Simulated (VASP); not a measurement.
# B3As (P4/mmm) in VASP: further runs

B3As is run at these levels: PBE; tasks: single point, relaxation of cell and atoms.

All numbers are computed with VASP 6.6.1; they aren't measurements. Logs are shortened: lines on timing, memory, paths and dates and some standing lists are left out, and cuts for length are marked.

## 1. The cell of the first run

The structure is tetragonal, space group P4/mmm (No. 123). The conventional cell has a = 3.600 Å, b = 3.600 Å, c = 2.987 Å, α = 90.00°, β = 90.00°, γ = 90.00°. B (site symmetry mmm) has 10 B at 2.34 to 2.99 Å and 4 As at 2.34 Å within 3.1 Å. Within 3.1 Å of B (site symmetry 4/mmm) lie 10 B at 2.34 to 2.99 Å and 4 As at 2.55 Å. As (site symmetry 4/mmm) has 12 B at 2.34 to 2.55 Å and 2 As at 2.99 Å within 3.1 Å.

The cell was generated, and may not be a known phase.

## 2. Single point, PBE

INCAR reads:

```
SYSTEM = B3As
ALGO = Normal ; EDIFF = 1E-6
ENCUT = 520 ; GGA = PE
ISIF = 2 ; ISMEAR = 0
LASPH = .True. ; LCHARG = .False.
LREAL = .False. ; LWAVE = .False.
NBANDS = 15 ; NELM = 60
PREC = Accurate ; SIGMA = 0.1
```

KPOINTS reads:

```
k-points
0
Gamma
  6 6 6
  0 0 0
```

POSCAR reads:

```
B3As
1.0
    3.6003724436      0.0000000000      0.0000000000
    0.0000000000      3.6003724436      0.0000000000
    0.0000000000      0.0000000000      2.9865191147
B As
3 1
Direct
    0.0000000000      0.5000000000      0.5000000000
    0.5000000000      0.0000000000      0.5000000000
    0.5000000000      0.5000000000      0.0000000000
    0.0000000000      0.0000000000      0.0000000000
```

Potentials or basis: VASP PAW PBE potentials, release 64 (B, As).

The run is started by

```console
$ cat potpaw_PBE.64/B/POTCAR potpaw_PBE.64/As/POTCAR > POTCAR
$ mpirun -np 1 vasp_std > vasp.out
```

OUTCAR:

```text
SYSTEM = B3As
   EDIFF = 1E-6
   ENCUT = 520
   GGA = PE
   ISIF = 2
   ISMEAR = 0
   LASPH = .True.
   LREAL = .False.
   NELM = 60
   PREC = Accurate

 ion  position               nearest neighbor table
   1  0.000  0.500  0.500-   4 2.34   4 2.34   4 2.34   4 2.34
   2  0.500  0.000  0.500-   4 2.34   4 2.34   4 2.34   4 2.34
   3  0.500  0.500  0.000-   4 2.55   4 2.55   4 2.55   4 2.55
   4  0.000  0.000  0.000-   1 2.34   2 2.34   1 2.34   2 2.34   1 2.34   1 2.34   2 2.34   2 2.34
                             3 2.55   3 2.55   3 2.55   3 2.55

  LATTYP: Found a simple tetragonal cell.
 ALAT       =     3.6003724436
 C/A-ratio  =     0.8295028255

  Lattice vectors:

 A1 = (   3.6003724436,   0.0000000000,   0.0000000000)
 A2 = (   0.0000000000,   3.6003724436,   0.0000000000)
 A3 = (   0.0000000000,   0.0000000000,   2.9865191147)

Analysis of symmetry for initial positions (statically):
=====================================================================
 Subroutine PRICEL returns:
 Original cell was already a primitive cell.

 Routine SETGRP: Setting up the symmetry group for a
 simple tetragonal supercell.

 Subroutine GETGRP returns: Found 16 space group operations
 (whereof 16 operations were pure point group operations)
 out of a pool of 16 trial point group operations.

The static configuration has the point symmetry D_4h.

Analysis of symmetry for dynamics (positions and initial velocities):
=====================================================================
 Subroutine PRICEL returns:
 Original cell was already a primitive cell.

 Routine SETGRP: Setting up the symmetry group for a
 simple tetragonal supercell.

 Subroutine GETGRP returns: Found 16 space group operations
 (whereof 16 operations were pure point group operations)
 out of a pool of 16 trial point group operations.

The dynamic configuration has the point symmetry D_4h.

 Subroutine INISYM returns: Found 16 space group operations
 (whereof 16 operations are pure point group operations),
 and found     1 'primitive' translations

----------------------------------------------------------------------------------------

                                     Primitive cell

  volume of cell :      38.7133

  direct lattice vectors                    reciprocal lattice vectors
     3.600372444  0.000000000  0.000000000     0.277749043  0.000000000  0.000000000
     0.000000000  3.600372444  0.000000000     0.000000000  0.277749043  0.000000000
     0.000000000  0.000000000  2.986519115     0.000000000  0.000000000  0.334837971

  length of vectors
     3.600372444  3.600372444  2.986519115     0.277749043  0.277749043  0.334837971

  position of ions in fractional coordinates (direct lattice)
     0.000000000  0.500000000  0.500000000
     0.500000000  0.000000000  0.500000000
     0.500000000  0.500000000  0.000000000
     0.000000000  0.000000000  0.000000000

  ion indices of the primitive-cell ions
   primitive index   ion index
                 1           1
                 2           2
                 3           3
                 4           4

----------------------------------------------------------------------------------------

 KPOINTS: k-points

Automatic generation of k-mesh.
 Grid dimensions read from file:
 generate k-points for:    6    6    6

 Generating k-lattice:

  Cartesian coordinates                     Fractional coordinates (reciprocal lattice)
     0.046291507  0.000000000  0.000000000     0.166666667  0.000000000  0.000000000
     0.000000000  0.046291507  0.000000000     0.000000000  0.166666667  0.000000000
     0.000000000  0.000000000  0.055806328     0.000000000  0.000000000  0.166666667

  Length of vectors
     0.046291507  0.046291507  0.055806328

  Shift w.r.t. Gamma in fractional coordinates (k-lattice)
     0.000000000  0.000000000  0.000000000

 Subroutine IBZKPT returns following result:
 ===========================================

 Found     40 irreducible k-points:

 Following reciprocal coordinates:
            Coordinates               Weight
  0.000000  0.000000  0.000000      1.000000
  0.166667  0.000000  0.000000      4.000000
  0.333333  0.000000  0.000000      4.000000
  0.500000  0.000000  0.000000      2.000000
  0.166667  0.166667  0.000000      4.000000
  0.333333  0.166667  0.000000      8.000000
[... 16 lines left out ...]
  0.333333  0.000000  0.333333      8.000000
  0.500000  0.000000  0.333333      4.000000
 [... further k-points ...]
   k-points           NKPTS =     40   k-points in BZ     NKDIM =     40   number of bands    NBANDS=     15
   number of dos      NEDOS =    301   number of ions     NIONS =      4
   total plane-waves  NPLWV =  18816
   dimension x,y,z NGX =    28 NGY =   28 NGZ =   24
   dimension x,y,z NGXF=    56 NGYF=   56 NGZF=   48
   ions per type =               3   1
   NGX,Y,Z   is equivalent  to a cutoff of  12.93, 12.93, 13.36 a.u.
   NGXF,Y,Z  is equivalent  to a cutoff of  25.86, 25.86, 26.72 a.u.
 SYSTEM =  B3As
   PREC   = accura    normal or accurate (medium, high low for compatibility)
   ISTART =      0    job   : 0-new  1-cont  2-samecut
   ICHARG =      2    charge: 1-file 2-atom 10-const
   ISPIN  =      1    spin polarized calculation?
   LNONCOLLINEAR =      F non collinear calculations
   LSORBIT =      F    spin-orbit coupling
   LASPH  =      T    aspherical Exc in radial PAW
   ENCUT  =  520.0 eV  38.22 Ry    6.18 a.u.   6.69  6.69  5.55*2*pi/ulx,y,z
   NELM   =     60;   NELMIN=  2; NELMDL= -5     # of ELM steps
   EDIFF  = 0.1E-05   stopping-criterion for ELM
   LREAL  =      F    real-space projection
   EDIFFG = 0.1E-04   stopping-criterion for IOM
   NSW    =      0    number of steps for IOM
   IBRION =     -1    ionic relax: 0-MD 1-quasi-New 2-CG
   NFREE  =      0    steps in history (QN), initial steepest desc. (CG)
   ISIF   =      2    stress and relaxation
   ISYM   =      2    0-nonsym 1-usesym 2-fastsym
   POTIM  = 0.5000    time-step for ionic-motion
   TEBEG  =    0.0;   TEEND  =   0.0 temperature during run
   PSTRESS=    0.0 pullay stress
   NELECT =      14.0000    total number of electrons
   NUPDOWN=      -1.0000    fix difference up-down
   EMIN   =  10.00;   EMAX   =-10.00  energy-range for DOS
   EFERMI =   0.00;   METHOD = LEGACY
   ISMEAR =     0;   SIGMA  =   0.10  broadening in eV -4-tet -1-fermi 0-gaus
   EFERMI_NEDOS =   21; number of points for ismear=-14 and -15
   IALGO  =     38    algorithm
   IMIX   =      4    mixing-type and parameters
     AMIX     =   0.40;   BMIX     =  1.00
     AMIX_MAG =   1.60;   BMIX_MAG =  1.00
  volume/ion in A,a.u.               =       9.68        65.31
  Fermi-wavevector in a.u.,A,eV,Ry     =   1.166355  2.204092 18.509151  1.360384
  Thomas-Fermi vector in A             =   2.302869
   LORBIT       =      0    0 simple, 1 ext, 2 COOP (PROOUT), +10 PAW based schemes
   GGA     = PE    functional components
   LHFCALC =     F    Hartree Fock is set to
   AEXX    =    0.0000 exact exchange contribution
   IVDW    =     0    specifies the selected vdW correction
   LEPSILON=     F    determine dielectric tensor
   LRPA    =     F    only Hartree local field effects (RPA)
 non-spin polarized calculation
 Gauss-broadening in eV      SIGMA  =   0.10
  energy-cutoff  :      520.00
  volume of cell :       38.71
 maximum number of plane-waves:      1062
 NGX is ok and might be reduce to    28
   NGX = 13   NGY = 13   NGZ = 11

 number of electron      14.0000000 magnetization

 Free energy of the ion-electron system (eV)
  ---------------------------------------------------
  ext. energy  EPLUGINS =         0.00000000
  ---------------------------------------------------
  free energy    TOTEN  =       -17.09923881 eV

  energy without entropy =      -17.09300988  energy(sigma->0) =      -17.09612435

 E-fermi :   7.6912     XC(G=0): -11.8463

 val. band max:        7.6696924373   @ k =   0.3333   0.0000   0.3333
 cond. band min:       7.7526449117   @ k =   0.1667   0.1667   0.3333
 fundamental gap:      0.0829524743
 Fermi energy:         7.6911605277

 k-point     1 :       0.0000    0.0000    0.0000
  band No.  band energies     occupation
      1      -8.8283      2.00000
      2       1.1109      2.00000
      3       1.1109      2.00000
      4       2.4429      2.00000
      5       3.7837      2.00000
      6       4.5856      2.00000
      7       8.9016      0.00000
      8       9.3329      0.00000
      9       9.3329      0.00000
     10      11.8665      0.00000
     11      12.9268      0.00000
     12      14.3294      0.00000
     13      14.3294      0.00000
     14      16.4092      0.00000
     15      16.7066      0.00000

 k-point     2 :       0.1667    0.0000    0.0000
  band No.  band energies     occupation
      1      -8.5719      2.00000
      2      -1.1583      2.00000
      3       1.4076      2.00000
      4       3.2960      2.00000
      5       4.8872      2.00000
      6       5.9094      2.00000
      7       8.1033      0.00000
      8       8.3604      0.00000
      9       9.2634      0.00000
     10      11.1387      0.00000
     11      12.8130      0.00000
     12      13.6895      0.00000
     13      14.5211      0.00000
     14      17.4939      0.00000
     15      18.1010      0.00000

 k-point     3 :       0.3333    0.0000    0.0000
  band No.  band energies     occupation
      1      -7.8676      2.00000
      2      -3.5043      2.00000
      3       2.2666      2.00000
      4       3.9890      2.00000
      5       5.7731      2.00000
      6       5.9770      2.00000
      7       6.8738      2.00000
      8       9.2043      0.00000
      9       9.5078      0.00000
     10       9.9243      0.00000
     11      12.4310      0.00000
     12      13.4826      0.00000
     13      15.1446      0.00000
     14      16.5146      0.00000
     15      16.6796      0.00000

 k-point     4 :       0.5000    0.0000    0.0000
  band No.  band energies     occupation
      1      -7.2669      2.00000
      2      -4.6652      2.00000
      3       3.2130      2.00000
      4       4.5430      2.00000
      5       4.6541      2.00000
      6       5.8663      2.00000
      7       6.9148      2.00000
      8       7.6206      1.68170
      9      10.3034      0.00000
     10      11.5414      0.00000
     11      12.9422      0.00000
     12      14.2040      0.00000
     13      14.3739      0.00000
     14      15.2670      0.00000
     15      15.8211      0.00000
[... 307 lines left out ...]
 k-point    22 :       0.1667    0.0000    0.3333
  band No.  band energies     occupation
      1      -6.9401      2.00000
      2      -1.4892      2.00000
      3       0.5508      2.00000
      4       3.2318      2.00000
      5       4.7210      2.00000
      6       5.4973      2.00000
      7       7.3347      2.00000
      8       8.4926      0.00000
      9       8.9294      0.00000
     10       9.8297      0.00000
     11       9.9078      0.00000
     12      11.6787      0.00000
     13      13.8436      0.00000
     14      14.3750      0.00000
     15      15.4112      0.00000

 k-point    23 :       0.3333    0.0000    0.3333
  band No.  band energies     occupation
      1      -6.2223      2.00000
      2      -1.8979      2.00000
      3      -0.6439      2.00000
      4       3.1058      2.00000
      5       4.0931      2.00000
      6       5.3886      2.00000
      7       7.6697      1.23857
      8       8.2634      0.00000
      9       9.3023      0.00000
     10       9.3862      0.00000
     11      11.4071      0.00000
     12      12.2153      0.00000
     13      12.5309      0.00000
     14      14.5868      0.00000
     15      16.4243      0.00000

 k-point    24 :       0.5000    0.0000    0.3333
  band No.  band energies     occupation
      1      -5.6025      2.00000
      2      -3.0612      2.00000
      3       0.1307      2.00000
      4       1.7640      2.00000
      5       5.0849      2.00000
      6       6.0612      2.00000
      7       6.2158      2.00000
      8       7.2278      2.00000
      9      10.2191      0.00000
     10      10.4645      0.00000
     11      10.8699      0.00000
     12      11.0317      0.00000
     13      14.7434      0.00000
     14      15.3718      0.00000
     15      16.4133      0.00000

 [... further k-points ...]

------------------------ aborting loop because EDIFF is reached ----------------------------------------

  FORCE on cell =-STRESS in cart. coord.  units (eV):
  Direction    XX          YY          ZZ          XY          YZ          ZX
  --------------------------------------------------------------------------------------
  -------------------------------------------------------------------------------------
  Total        0.1040825      0.1040825      0.0849344      0.0000000      0.0000000      0.0000000
  in kB        4.3075273      4.3075273      3.5150720      0.0000000      0.0000000      0.0000000
  external PRESSURE =       4.0433755 kB  Pullay stress =       0.0000000 kB

 VOLUME and BASIS-vectors are now :
 -----------------------------------------------------------------------------
  energy-cutoff  :      520.00
  volume of cell :       38.71
      direct lattice vectors                 reciprocal lattice vectors
     3.600372444  0.000000000  0.000000000     0.277749043  0.000000000  0.000000000
     0.000000000  3.600372444  0.000000000     0.000000000  0.277749043  0.000000000
     0.000000000  0.000000000  2.986519115     0.000000000  0.000000000  0.334837971

 POSITION                                       TOTAL-FORCE (eV/Angst)
 -----------------------------------------------------------------------------------
      0.00000      1.80019      1.49326         0.000000      0.000000      0.000000
      1.80019      0.00000      1.49326         0.000000      0.000000      0.000000
      1.80019      1.80019      0.00000         0.000000      0.000000      0.000000
      0.00000      0.00000      0.00000         0.000000      0.000000      0.000000
 -----------------------------------------------------------------------------------
    total drift:                                0.000000      0.000000      0.000000

  FREE ENERGIE OF THE ION-ELECTRON SYSTEM (eV)
  ---------------------------------------------------
  free  energy   TOTEN  =       -17.0992388100 eV

  energy  without entropy=      -17.0930098827  energy(sigma->0) =      -17.09612435
```

Run time: 15 s. Hardware: 1 thread of Intel Xeon Platinum 8259CL at 2.50GHz (Skylake/Cascade Lake), shared host; peak memory 0.16 GiB.

What came out:

| Quantity | Value |
| --- | --- |
| Free energy | -17.0992 eV |
| Pressure | 0.4 GPa |
| Band gap on the k mesh | zero (bands 7 and 8 overlap by 8.16 eV) |

## 3. Single point, PBE

This run uses another cell than the first one, of 9.63 Å³/atom.

INCAR reads:

```
SYSTEM = B3As
PREC = Accurate ; ENCUT = 520
EDIFF = 1E-6 ; ISMEAR = 0
SIGMA = 0.1 ; LREAL = .False.
LASPH = .True. ; NELM = 100
ALGO = Normal ; ISIF = 2
LWAVE = .False. ; LCHARG = .False.
GGA = PE ; NBANDS = 15
```

KPOINTS reads:

```
regular mesh
0
Gamma
  14 14 16
  0 0 0
```

POSCAR reads:

```
B3As
1.0
    3.5790377701      0.0000000000      0.0000000000
    0.0000000000      3.5790377701      0.0000000000
    0.0000000000      0.0000000000      3.0061816079
B As
3 1
Direct
    0.0000000000      0.5000000000      0.5000000000
    0.5000000000      0.0000000000      0.5000000000
    0.5000000000      0.5000000000      0.0000000000
    0.0000000000      0.0000000000      0.0000000000
```

Potentials or basis: VASP PAW PBE potentials, release 64 (B, As).

The run is started by

```console
$ cat potpaw_PBE.64/B/POTCAR potpaw_PBE.64/As/POTCAR > POTCAR
$ mpirun -np 1 vasp_std > vasp.out
```

Run time: 2 min. Hardware: 1 thread of Intel Xeon Platinum 8259CL at 2.50GHz (Skylake/Cascade Lake), shared host; peak memory 0.28 GiB.

Results (log left out):

```
Free energy            : -17.0705 eV
Pressure               : 0.4 GPa
Band gap on the k mesh : zero (bands 7 and 8 overlap by 8.29 eV)
```

Levels at points of the mesh, in eV from the Fermi level:
| k point | band 3 | band 4 | band 5 | band 6 | band 7 | band 8 | band 9 | band 10 | band 11 | band 12 |
| --- | --- | --- | --- | --- | --- | --- | --- | --- | --- | --- |
| (0.00, 0.00, 0.00) | -6.75 | -5.32 | -4.00 | -3.52 | 0.78 | 1.60 | 1.60 | 3.92 | 5.00 | 6.29 |
| (0.50, 0.00, 0.00) | -4.60 | -3.29 | -3.10 | -1.88 | -1.16 | -0.42 | 2.19 | 3.43 | 5.21 | 6.48 |
| (0.50, 0.50, 0.00) | -10.57 | -9.41 | 1.61 | 1.61 | 1.74 | 2.50 | 3.27 | 4.61 | 4.61 | 4.93 |
| (0.00, 0.00, 0.50) | -2.99 | -2.99 | -2.53 | -2.44 | -2.44 | -1.47 | -1.13 | -1.07 | 4.80 | 4.80 |
| (0.50, 0.00, 0.50) | -9.42 | -8.53 | -0.51 | -0.50 | -0.48 | 0.15 | 0.66 | 0.66 | 0.94 | 1.11 |
| (0.50, 0.50, 0.50) | -7.89 | -7.89 | -6.30 | -5.86 | -5.86 | -5.53 | 6.01 | 6.98 | 7.45 | 7.45 |

## 4. Relaxation of cell and atoms, PBE

INCAR reads:

```
  PREC = Accurate
  ENCUT = 600
  EDIFF = 1E-6
  ISMEAR = 0
  SIGMA = 0.1
  LREAL = False
  LASPH = True
  NELM = 80
  ALGO = Normal
  ISIF = 3
  LWAVE = False
  LCHARG = False
  GGA = PE
  IBRION = 2
  NSW = 100
  EDIFFG = -0.01
```

KPOINTS reads:

```
regular mesh
0
Gamma
  14 14 16
```

POSCAR reads:

```
B3As
1.0
    3.6003724436      0.0000000000      0.0000000000
    0.0000000000      3.6003724436      0.0000000000
    0.0000000000      0.0000000000      2.9865191147
B As
3 1
Direct
    0.0000000000      0.5000000000      0.5000000000
    0.5000000000      0.0000000000      0.5000000000
    0.5000000000      0.5000000000      0.0000000000
    0.0000000000      0.0000000000      0.0000000000
```

The run is started by

```console
$ cat potpaw_PBE.64/B/POTCAR potpaw_PBE.64/As/POTCAR > POTCAR
$ mpirun -np 1 vasp_std > vasp.out
```

Wall time 4.8 min (1 thread of Intel Xeon Platinum 8259CL at 2.50GHz (Skylake/Cascade Lake), shared host); peak memory 0.31 GiB.

It converged, with:

* Free energy: -17.0719 eV
* Relaxed volume: 9.65 Å³/atom
* Relaxed cell: a = 3.582 Å, b = 3.582 Å, c = 3.008 Å, α = 90.00°, β = 90.00°, γ = 90.00°
* Space group after relaxing (to 0.1 Å): P4/mmm (No. 123)
* Energy gained by relaxing: 0.7 meV/atom
* Ionic steps: 5
* Pressure after relaxing: 0.1 GPa
* Band gap on the k mesh: zero (bands 7 and 8 overlap by 8.27 eV)

The path:
```tsv
step	energy change (eV)	largest force (eV/Å)	pressure (GPa)	volume (Å³)
1	0.0000	0.0000	-0.06	38.71
2	-0.0023	0.0000	-0.19	38.69
3	-0.0027	0.0000	-0.24	38.68
4	-0.0027	0.0000	-0.24	38.68
5	-0.0027	0.0000	0.05	38.59
```

Final structure:
```
B As
1.0
     3.58154    0.00000    0.00000
     0.00000    3.58154    0.00000
     0.00000    0.00000    3.00833
B As
3 1
Direct
  0.00000 0.50000 0.50000
  0.50000 0.00000 0.50000
  0.50000 0.50000 0.00000
  0.00000 0.00000 0.00000
```

Levels at points of the mesh, in eV from the Fermi level:
| k point | band 3 | band 4 | band 5 | band 6 | band 7 | band 8 | band 9 | band 10 | band 11 |
| --- | --- | --- | --- | --- | --- | --- | --- | --- | --- |
| (0.00, 0.00, 0.00) | -6.73 | -5.32 | -4.00 | -3.51 | 0.77 | 1.60 | 1.60 | 3.92 | 4.99 |
| (0.50, 0.00, 0.00) | -4.59 | -3.27 | -3.10 | -1.88 | -1.15 | -0.42 | 2.18 | 3.42 | 5.20 |
| (0.50, 0.50, 0.00) | -10.55 | -9.40 | 1.62 | 1.62 | 1.74 | 2.50 | 3.26 | 4.60 | 4.60 |
| (0.00, 0.00, 0.50) | -2.98 | -2.98 | -2.54 | -2.44 | -2.44 | -1.46 | -1.12 | -1.07 | 4.79 |
| (0.50, 0.00, 0.50) | -9.40 | -8.52 | -0.51 | -0.50 | -0.47 | 0.15 | 0.66 | 0.67 | 0.94 |
| (0.50, 0.50, 0.50) | -7.87 | -7.87 | -6.29 | -5.85 | -5.85 | -5.53 | 6.00 | 6.97 | 7.44 |

## 5. Summary

| task | cell | k mesh | cutoff (eV) | gap on the mesh (eV) | pressure (GPa) |
| --- | --- | --- | --- | --- | --- |
| single point | a = 3.600, b = 3.600, c = 2.987 Å, 4 atoms | 6 × 6 × 6 | 520 | none | 0.4 |
| single point | a = 3.579, b = 3.579, c = 3.006 Å, 4 atoms | 14 × 14 × 16 | 520 | none | 0.4 |
| relaxation of cell and atoms | relaxed from a = 3.600, b = 3.600, c = 2.987 Å, 4 atoms | 14 × 14 × 16 | 600 | none | 0.1 |

Alike in all rows: level PBE; potentials or basis VASP PAW PBE potentials, release 64 (B, As); no spin polarisation; smearing gaussian 0.1 eV.

Absolute energies hang on the potentials; compare differences alone.

The gap in the log of VASP goes by the Fermi energy; the results here count the filled bands.